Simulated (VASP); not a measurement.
Write the native input for VASP 6.6.1 that does the following.

| Property | Result |
| --- | --- |
| Task | relaxation of cell and atoms |
| Functional | PBE |
| Potentials or basis | VASP PAW PBE potentials, release 64 (Al) |
| Cutoff | 600 eV |
| k mesh | 9 × 9 × 12 |
| Occupations | fermi-dirac, width 0.08 eV |
| Spin | no spin polarisation |
| Target pressure | 30 GPa |
| Dipole correction | no |
| Further INCAR settings | ALGO = Normal; EDIFF = 1e-07; IBRION = 2; EDIFFG = -0.005; NSW = 60; ISIF = 3 |

The structure of Al lies in POSCAR:

```
Al
1.0
    4.1800188691      0.0000000000      0.0000000000
   -2.0900094346      3.6200025289      0.0000000000
    0.0000000000      0.0000000000      2.5916116988
Al
3
Direct
    0.0000000000      0.0000000000      0.0000000000
    0.3333333333      0.6666666667      0.5000000000
    0.6666666667      0.3333333333      0.5000000000
```

These files were run (other wordings do the same):

INCAR

```
PREC = Accurate
ENCUT = 600
EDIFF = 1E-7
ISMEAR = -1
SIGMA = 0.08
LREAL = F
LASPH = T
NELM = 60
ALGO = Normal
ISIF = 3
LWAVE = F
LCHARG = F
GGA = PE
IBRION = 2
NSW = 60
EDIFFG = -0.005
PSTRESS = 300.0
```

KPOINTS

```
Automatic mesh
0
Gamma
  9 9 12
```

Potentials or basis: VASP PAW PBE potentials, release 64 (Al).

The run is started by

```bash
$ cat potpaw_PBE.64/Al/POTCAR > POTCAR
$ mpirun -np 1 vasp_std > vasp.out
```

Results of the run:

| Quantity | Value |
| --- | --- |
| Relaxed volume | 13.31 Å³/atom |
| Relaxed cell | a = 4.251 Å, b = 4.251 Å, c = 2.552 Å, α = 90.00°, β = 90.00°, γ = 120.00° |
| Space group after relaxing (to 0.05 Å) | P6/mmm (No. 191) |
| Energy change on relaxing (the enthalpy is what falls) | -54.6 meV/atom |
| Ionic steps | 9 |
| Pressure after relaxing | 30.0 GPa |

Caveat: the cell is relaxed towards a set pressure, so the enthalpy falls and the energy may rise.

Run time: 78 s on 1 thread of AMD EPYC 9R45 96-Core Processor (Zen 5) (shared host), peak memory 0.15 GiB.
